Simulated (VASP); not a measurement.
Wanted: the native input for a VASP 6.6.1 run.

```
Task                   : single point
Functional             : PBEsol
Potentials or basis    : VASP PAW PBE potentials, release 64 (Te, Pb_d)
Cutoff                 : 520 eV
k mesh                 : 6 × 6 × 6
Occupations            : gaussian, width 0.01 eV
Spin                   : no spin polarisation
Dipole correction      : no
Further INCAR settings : ALGO = Normal; EDIFF = 1e-06; NBANDS = 17
```

The structure of TePb lies in POSCAR:

```
TePb
1.0
    0.0000000000      3.2374404633      3.2374404633
    3.2374404633      0.0000000000      3.2374404633
    3.2374404633      3.2374404633      0.0000000000
Te Pb
1 1
Direct
    0.5000000000      0.5000000000      0.5000000000
    0.0000000000      0.0000000000      0.0000000000
```

The input as run:

INCAR

```
  PREC = Accurate
  ENCUT = 520
  EDIFF = 1E-6
  ISMEAR = 0
  SIGMA = 0.01
  LREAL = False
  LASPH = True
  NELM = 60
  ALGO = Normal
  ISIF = 2
  LWAVE = False
  LCHARG = True
  GGA = PS
  LELF = True
  LVHAR = True
  NBANDS = 17
```

KPOINTS

```
regular mesh
0
Gamma
  6 6 6
```

Potentials or basis: VASP PAW PBE potentials, release 64 (Te, Pb_d).

The run is started by

```sh
$ cat potpaw_PBE.64/Te/POTCAR potpaw_PBE.64/Pb_d/POTCAR > POTCAR
$ mpirun -np 1 vasp_std > vasp.out
```

Results of the run:

The pressure is -0.7 GPa. The band gap on the k mesh is 0.68 eV.

Caveat: the PAW data sets were made with another functional, which shifts forces and pressure a little; spin-orbit coupling is left out, which moves the levels of the heavy elements.

Wall time 40 s on 1 thread of Intel Xeon 8259CL (shared host), peak memory 0.2 GiB.
